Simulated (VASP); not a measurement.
# Li4F in VASP: further runs

Runs on Li4F. Level: PBEsol. Tasks: single point.

Everything below comes from runs of VASP 6.6.1. Logs are shortened: lines on timing, memory, paths and dates and some standing lists are left out, and cuts for length are marked.

## (1) The cell of the first run

The cell holds a slab with vacuum, 5 atoms: a = 3.053 Å, b = 3.053 Å, c = 25.477 Å, α = 90.00°, β = 90.00°, γ = 90.00°.

## (2) Single point, PBEsol

Contents of INCAR:

```
SYSTEM = Li4F
PREC = Accurate
ENCUT = 520
EDIFF = 1E-6
ISMEAR = 0
SIGMA = 0.1
LREAL = .FALSE.
LASPH = .TRUE.
NELM = 80
ALGO = Normal
ISIF = 2
LWAVE = .FALSE.
LCHARG = .TRUE.
LDIPOL = .TRUE.
IDIPOL = 3
DIPOL = 0.5 0.5 0.501
GGA = PS
LELF = .TRUE.
LVHAR = .TRUE.
LVACPOTAV = .TRUE.
NBANDS = 18
```

Contents of KPOINTS:

```
Automatic mesh
0
G
  9 9 1
  0 0 0
```

Contents of POSCAR:

```
Li4F
1.0
    3.0534023716      0.0000000000      0.0000000000
    0.0000000000      3.0534023716      0.0000000000
    0.0000000000      0.0000000000     25.4772445679
Li F
4 1
Direct
    0.5000000000      0.5000000000      0.3336310557
    0.0000000000      0.0000000000      0.4183765436
    0.5000000000      0.5000000000      0.5064914558
    0.0000000000      0.0000000000      0.5914671006
    0.0000000000      0.0000000000      0.6529972966
```

Potentials or basis: VASP PAW PBE potentials, release 64 (Li_sv, F).

Run with:

```bash
cat potpaw_PBE.64/Li_sv/POTCAR potpaw_PBE.64/F/POTCAR > POTCAR
mpirun -np 1 vasp_std > vasp.out
```

OUTCAR:

```text
SYSTEM = Li4F
   PREC = Accurate
   ENCUT = 520
   EDIFF = 1E-6
   ISMEAR = 0
   LREAL = .FALSE.
   LASPH = .TRUE.
   NELM = 80
   ISIF = 2
   GGA = PS

 ion  position               nearest neighbor table
   1  0.500  0.500  0.334-
   2  0.000  0.000  0.418-
   3  0.500  0.500  0.506-
   4  0.000  0.000  0.591-   5 1.57
   5  0.000  0.000  0.653-   4 1.57

  LATTYP: Found a simple tetragonal cell.
 ALAT       =     3.0534023716
 C/A-ratio  =     8.3438870700

  Lattice vectors:

 A1 = (   3.0534023716,   0.0000000000,   0.0000000000)
 A2 = (   0.0000000000,   3.0534023716,   0.0000000000)
 A3 = (   0.0000000000,   0.0000000000,  25.4772445679)

Analysis of symmetry for initial positions (statically):
=====================================================================
 Subroutine PRICEL returns:
 Original cell was already a primitive cell.

 Routine SETGRP: Setting up the symmetry group for a
 simple tetragonal supercell.

 Subroutine GETGRP returns: Found  8 space group operations
 (whereof  8 operations were pure point group operations)
 out of a pool of 16 trial point group operations.

The static configuration has the point symmetry C_4v.

Analysis of symmetry for dynamics (positions and initial velocities):
=====================================================================
 Subroutine PRICEL returns:
 Original cell was already a primitive cell.

 Routine SETGRP: Setting up the symmetry group for a
 simple tetragonal supercell.

 Subroutine GETGRP returns: Found  8 space group operations
 (whereof  8 operations were pure point group operations)
 out of a pool of 16 trial point group operations.

The dynamic configuration has the point symmetry C_4v.

 Subroutine INISYM returns: Found  8 space group operations
 (whereof  8 operations are pure point group operations),
 and found     1 'primitive' translations

----------------------------------------------------------------------------------------

                                     Primitive cell

  volume of cell :     237.5311

  direct lattice vectors                    reciprocal lattice vectors
     3.053402372  0.000000000  0.000000000     0.327503512  0.000000000  0.000000000
     0.000000000  3.053402372  0.000000000     0.000000000  0.327503512  0.000000000
     0.000000000  0.000000000 25.477244568     0.000000000  0.000000000  0.039250712

  length of vectors
     3.053402372  3.053402372 25.477244568     0.327503512  0.327503512  0.039250712

  position of ions in fractional coordinates (direct lattice)
     0.500000000  0.500000000  0.333631056
     0.000000000  0.000000000  0.418376544
     0.500000000  0.500000000  0.506491456
     0.000000000  0.000000000  0.591467101
     0.000000000  0.000000000  0.652997297

  ion indices of the primitive-cell ions
   primitive index   ion index
                 1           1
                 2           2
                 3           3
                 4           4
                 5           5

----------------------------------------------------------------------------------------

 KPOINTS: Automatic mesh

Automatic generation of k-mesh.
 Grid dimensions read from file:
 generate k-points for:    9    9    1

 Generating k-lattice:

  Cartesian coordinates                     Fractional coordinates (reciprocal lattice)
     0.036389279  0.000000000  0.000000000     0.111111111  0.000000000  0.000000000
     0.000000000  0.036389279  0.000000000     0.000000000  0.111111111  0.000000000
     0.000000000  0.000000000  0.039250712     0.000000000  0.000000000  1.000000000

  Length of vectors
     0.036389279  0.036389279  0.039250712

  Shift w.r.t. Gamma in fractional coordinates (k-lattice)
     0.000000000  0.000000000  0.000000000

 Subroutine IBZKPT returns following result:
 ===========================================

 Found     15 irreducible k-points:

 Following reciprocal coordinates:
            Coordinates               Weight
  0.000000  0.000000  0.000000      1.000000
  0.111111  0.000000  0.000000      4.000000
  0.222222  0.000000  0.000000      4.000000
  0.333333  0.000000  0.000000      4.000000
  0.444444  0.000000  0.000000      4.000000
  0.111111  0.111111  0.000000      4.000000
  0.222222  0.111111  0.000000      8.000000
  0.333333  0.111111  0.000000      8.000000
  0.444444  0.111111  0.000000      8.000000
  0.222222  0.222222  0.000000      4.000000
  0.333333  0.222222  0.000000      8.000000
  0.444444  0.222222  0.000000      8.000000
  0.333333  0.333333  0.000000      4.000000
  0.444444  0.333333  0.000000      8.000000
  0.444444  0.444444  0.000000      4.000000
   k-points           NKPTS =     15   k-points in BZ     NKDIM =     15   number of bands    NBANDS=     18
   number of dos      NEDOS =    301   number of ions     NIONS =      5
   total plane-waves  NPLWV = 110592
   dimension x,y,z NGX =    24 NGY =   24 NGZ =  192
   dimension x,y,z NGXF=    48 NGYF=   48 NGZF=  384
   ions per type =               4   1
   NGX,Y,Z   is equivalent  to a cutoff of  13.07, 13.07, 12.53 a.u.
   NGXF,Y,Z  is equivalent  to a cutoff of  26.13, 26.13, 25.06 a.u.
 SYSTEM =  Li4F
   PREC   = accura    normal or accurate (medium, high low for compatibility)
   ISTART =      0    job   : 0-new  1-cont  2-samecut
   ICHARG =      2    charge: 1-file 2-atom 10-const
   ISPIN  =      1    spin polarized calculation?
   LNONCOLLINEAR =      F non collinear calculations
   LSORBIT =      F    spin-orbit coupling
   LASPH  =      T    aspherical Exc in radial PAW
   ENCUT  =  520.0 eV  38.22 Ry    6.18 a.u.   5.68  5.68 47.37*2*pi/ulx,y,z
   NELM   =     80;   NELMIN=  2; NELMDL= -5     # of ELM steps
   EDIFF  = 0.1E-05   stopping-criterion for ELM
   LREAL  =      F    real-space projection
   EDIFFG = 0.1E-04   stopping-criterion for IOM
   NSW    =      0    number of steps for IOM
   IBRION =     -1    ionic relax: 0-MD 1-quasi-New 2-CG
   NFREE  =      0    steps in history (QN), initial steepest desc. (CG)
   ISIF   =      2    stress and relaxation
   ISYM   =      2    0-nonsym 1-usesym 2-fastsym
   POTIM  = 0.5000    time-step for ionic-motion
   TEBEG  =    0.0;   TEEND  =   0.0 temperature during run
   PSTRESS=    0.0 pullay stress
   NELECT =      19.0000    total number of electrons
   NUPDOWN=      -1.0000    fix difference up-down
   EMIN   =  10.00;   EMAX   =-10.00  energy-range for DOS
   EFERMI =   0.00;   METHOD = LEGACY
   ISMEAR =     0;   SIGMA  =   0.10  broadening in eV -4-tet -1-fermi 0-gaus
   EFERMI_NEDOS =   21; number of points for ismear=-14 and -15
   IALGO  =     38    algorithm
   IMIX   =      4    mixing-type and parameters
     AMIX     =   0.40;   BMIX     =  1.00
     AMIX_MAG =   1.60;   BMIX_MAG =  1.00
  volume/ion in A,a.u.               =      47.51       320.59
  Fermi-wavevector in a.u.,A,eV,Ry     =   0.705374  1.332963  6.769604  0.497552
  Thomas-Fermi vector in A             =   1.790868
   LORBIT       =      0    0 simple, 1 ext, 2 COOP (PROOUT), +10 PAW based schemes
   GGA     = PS    functional components
   LHFCALC =     F    Hartree Fock is set to
   AEXX    =    0.0000 exact exchange contribution
   IVDW    =     0    specifies the selected vdW correction
   LEPSILON=     F    determine dielectric tensor
   LRPA    =     F    only Hartree local field effects (RPA)
 non-spin polarized calculation
 Gauss-broadening in eV      SIGMA  =   0.10
  energy-cutoff  :      520.00
  volume of cell :      237.53
 maximum number of plane-waves:      6444
 NGX is ok and might be reduce to    24
   NGX = 11   NGY = 11   NGZ = 95

 number of electron      19.0000029 magnetization

 dipolmoment           0.000000      0.000000      0.410409 electrons x Angstroem

 Free energy of the ion-electron system (eV)
  ---------------------------------------------------
  ext. energy  EPLUGINS =         0.00000000
  ---------------------------------------------------
  free energy    TOTEN  =       -11.34378602 eV

  energy without entropy =      -11.32069389  energy(sigma->0) =      -11.33223996

 E-fermi :  -4.6067     XC(G=0):  -3.3454

 val. band max:       -4.6192758449   @ k =   0.2222   0.0000   0.0000
 cond. band min:      -4.5951971112   @ k =   0.3333   0.0000   0.0000
 fundamental gap:      0.0240787336
 Fermi energy:        -4.6066919141

 k-point     1 :       0.0000    0.0000    0.0000
  band No.  band energies     occupation
      1     -51.0544      2.00000
      2     -50.6079      2.00000
      3     -50.4991      2.00000
      4     -48.3041      2.00000
      5     -23.7679      2.00000
      6      -7.8109      2.00000
[... 10 lines left out ...]
     17       4.0588      0.00000
     18       4.3264      0.00000

 k-point     2 :       0.1111    0.0000    0.0000
  band No.  band energies     occupation
      1     -51.0536      2.00000
      2     -50.6071      2.00000
      3     -50.4983      2.00000
      4     -48.3033      2.00000
      5     -23.7555      2.00000
      6      -7.6629      2.00000
[... 10 lines left out ...]
     17       2.8544      0.00000
     18       3.8161      0.00000

 k-point     3 :       0.2222    0.0000    0.0000
  band No.  band energies     occupation
      1     -51.0517      2.00000
      2     -50.6051      2.00000
      3     -50.4965      2.00000
      4     -48.3013      2.00000
      5     -23.7240      2.00000
      6      -7.2202      2.00000
[... 10 lines left out ...]
     17       2.1686      0.00000
     18       3.2885      0.00000

 k-point     4 :       0.3333    0.0000    0.0000
  band No.  band energies     occupation
      1     -51.0495      2.00000
      2     -50.6028      2.00000
      3     -50.4944      2.00000
      4     -48.2991      2.00000
      5     -23.6877      2.00000
      6      -6.4897      2.00000
[... 186 lines left out ...]
      4     -48.2941      2.00000
      5     -23.6130      2.00000
      6      -5.4966      2.00000
[... 10 lines left out ...]
     17       2.2080      0.00000
     18       2.5293      0.00000

 k-point    14 :       0.4444    0.3333    0.0000
  band No.  band energies     occupation
      1     -51.0435      2.00000
      2     -50.5965      2.00000
      3     -50.4882      2.00000
      4     -48.2927      2.00000
      5     -23.5909      2.00000
      6      -5.5978      2.00000
[... 10 lines left out ...]
     17       2.2237      0.00000
     18       2.7153      0.00000

 k-point    15 :       0.4444    0.4444    0.0000
  band No.  band energies     occupation
      1     -51.0421      2.00000
      2     -50.5951      2.00000
      3     -50.4868      2.00000
      4     -48.2912      2.00000
      5     -23.5692      2.00000
      6      -5.5248      2.00000
[... 10 lines left out ...]
     17       1.1120      0.00000
     18       1.8072      0.00000

------------------------ aborting loop because EDIFF is reached ----------------------------------------

  FORCE on cell =-STRESS in cart. coord.  units (eV):
  Direction    XX          YY          ZZ          XY          YZ          ZX
  --------------------------------------------------------------------------------------
  -------------------------------------------------------------------------------------
  Total        0.2811251      0.2811251      0.4547873      0.0000000      0.0000000      0.0000000
  in kB        1.8962242      1.8962242      3.0675977      0.0000000      0.0000000      0.0000000
  external PRESSURE =       2.2866821 kB  Pullay stress =       0.0000000 kB

 VOLUME and BASIS-vectors are now :
 -----------------------------------------------------------------------------
  energy-cutoff  :      520.00
  volume of cell :      237.53
      direct lattice vectors                 reciprocal lattice vectors
     3.053402372  0.000000000  0.000000000     0.327503512  0.000000000  0.000000000
     0.000000000  3.053402372  0.000000000     0.000000000  0.327503512  0.000000000
     0.000000000  0.000000000 25.477244568     0.000000000  0.000000000  0.039250712

 POSITION                                       TOTAL-FORCE (eV/Angst)
 -----------------------------------------------------------------------------------
      1.52670      1.52670      8.50000        -0.000000      0.000000      0.010658
      0.00000      0.00000     10.65908         0.000000      0.000000      0.064297
      1.52670      1.52670     12.90401        -0.000000      0.000000     -0.267370
      0.00000      0.00000     15.06895        -0.000000      0.000000      0.032467
      0.00000      0.00000     16.63657         0.000000      0.000000      0.159948
 -----------------------------------------------------------------------------------
    total drift:                                0.000000      0.000000     -0.006571

  FREE ENERGIE OF THE ION-ELECTRON SYSTEM (eV)
  ---------------------------------------------------
  free  energy   TOTEN  =       -11.3437860203 eV

  energy  without entropy=      -11.3206938901  energy(sigma->0) =      -11.33223996

 vacuum level on the upper side and lower side of the slab         6.577        -1.389
```

It took 2.7 min on 1 thread of AMD EPYC 7R43 (Zen 3), shared host; peak memory 0.32 GiB.

Results:

| Quantity | Value |
| --- | --- |
| Free energy | -11.3438 eV |
| Largest force | 0.267 eV/Å |

Forces on the atoms (eV/Å):
```
Li   0.000  0.000  0.011
Li   0.000  0.000  0.064
Li   0.000  0.000 -0.267
Li   0.000  0.000  0.032
F    0.000  0.000  0.160
```

Levels at points of the mesh, in eV from the Fermi level:
| k point | band 6 | band 7 | band 8 | band 9 | band 10 | band 11 | band 12 | band 13 | band 14 | band 15 |
| --- | --- | --- | --- | --- | --- | --- | --- | --- | --- | --- |
| (0.00, 0.00, 0.00) | -3.20 | -2.23 | -0.98 | -0.64 | -0.06 | -0.06 | 0.68 | 3.13 | 4.58 | 5.60 |

Caveat: the cutoff is under 1.25 times the usual one of these potentials, so pressure, stress and relaxed cells hold a basis-set (Pulay) error; the PAW data sets were made with another functional, which shifts forces and pressure a little; an odd number of electrons without spin polarisation forces a metal; a magnetic or distorted state may lie lower.

## (3) Single point, PBEsol

Contents of INCAR:

```
PREC = Accurate
ENCUT = 520
EDIFF = 1E-6
ISMEAR = 0
SIGMA = 0.1
LREAL = F
LASPH = T
NELM = 80
ALGO = Normal
ISIF = 2
LWAVE = F
LCHARG = F
LDIPOL = T
IDIPOL = 3
DIPOL = 0.5 0.5 0.488
GGA = PS
NBANDS = 18
```

Contents of KPOINTS:

```
regular mesh
0
Gamma
  9 9 1
```

POSCAR: that of step 2 with these lines changed.

```diff
@@ -12,2 +12,2 @@
     0.0000000000      0.0000000000      0.5914671006
-    0.0000000000      0.0000000000      0.6529972966
+    0.5000000000      0.5000000000      0.5894717408
```

Potentials or basis: VASP PAW PBE potentials, release 64 (Li_sv, F).

Run with:

```bash
cat potpaw_PBE.64/Li_sv/POTCAR potpaw_PBE.64/F/POTCAR > POTCAR
mpirun -np 1 vasp_std > vasp.out
```

It took 2.2 min on 1 thread of AMD EPYC 7R43 (Zen 3), shared host; peak memory 0.3 GiB.

It converged, with:

```
Free energy   : -14.8006 eV
Largest force : 0.232 eV/Å
```

Forces on the atoms (eV/Å):
```
Li   0.000  0.000 -0.006
Li   0.000  0.000  0.118
Li   0.000  0.000  0.118
Li   0.000  0.000 -0.232
F    0.000  0.000  0.002
```

Levels at points of the mesh, in eV from the Fermi level:
```
           k point  band 7  band 8  band 9  band 10  band 11  band 12  band 13  band 14
(0.00, 0.00, 0.00)   -6.36   -6.36   -3.13    -1.94    -0.27     0.35     1.32     1.81
```

Caveat: the cutoff is under 1.25 times the usual one of these potentials, so pressure, stress and relaxed cells hold a basis-set (Pulay) error; the PAW data sets were made with another functional, which shifts forces and pressure a little; an odd number of electrons without spin polarisation forces a metal; a magnetic or distorted state may lie lower.

(Part 1 of 2 ends here.)
